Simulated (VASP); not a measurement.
Crystal: TiB2.

```
Ti B
1.0
     3.02920    0.00000    0.00000
    -1.51460    2.62336    0.00000
     0.00000    0.00000    3.22840
Ti B
1 2
Direct
  0.00000 0.00000 0.00000
  0.33333 0.66667 0.50000
  0.66667 0.33333 0.50000
```

Base run:

```yaml
Program: VASP 6.6.1
Functional: PBE
Potentials_or_basis: VASP PAW PBE potentials, release 64 (Ti_sv, B)
Cutoff: 520 eV
k_mesh: 11 × 11 × 9
Occupations: methfessel-paxton, width 0.1 eV
Spin: no spin polarisation
```

Its results: band gap on the k mesh zero (band 9 reaches 10.18 eV, above the bottom of band 10 at 9.74 eV); pressure 0.4 GPa.

The run is repeated on the same cell with these changes: functional from PBE to PBEsol. What comes out?

Band gap on the k mesh zero (band 9 reaches 10.08 eV, above the bottom of band 10 at 9.64 eV); pressure -4.7 GPa.

PBEsol binds more tightly than PBE, so the same cell stands under less pressure.

Caveats: the PAW data sets were made with another functional, which shifts forces and pressure a little (some runs).
